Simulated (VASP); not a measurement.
The system is WC.

```
W C
1.0
     2.89820    0.00000    0.00000
    -1.44910    2.50991    0.00000
     0.00000    0.00000    2.83140
W C
1 1
Direct
  0.00000 0.00000 0.00000
  0.66667 0.33333 0.50000
```

Base run:

| Quantity | Value |
| --- | --- |
| Program | VASP 6.6.1 |
| Functional | PBEsol |
| Potentials or basis | VASP PAW PBE potentials, release 64 (W_sv, C) |
| Cutoff | 520 eV |
| k mesh | 18 × 18 × 16 |
| Occupations | fermi-dirac, width 0.05 eV |
| Spin | collinear spin |
| Starting moments | [2.0, 0.0] μB |

Its results: band gap on the k mesh zero (filled and empty bands overlap); pressure 0.8 GPa; net moment 0.00 μB per cell.

**Question.** The run is repeated on the same cell with these changes: functional from PBEsol to LDA; potentials or basis from VASP PAW PBE potentials, release 64 (W_sv, C) to VASP PAW LDA potentials, release 64 (W_sv, C). What comes out?

**Answer.** Band gap on the k mesh zero (filled and empty bands overlap); pressure -4.4 GPa; net moment 0.00 μB per cell.

Caveats: spin-orbit coupling is left out, which moves the levels of the heavy elements; the PAW data sets were made with another functional, which shifts forces and pressure a little (at least some runs); the cell stands under tension (at least some runs).
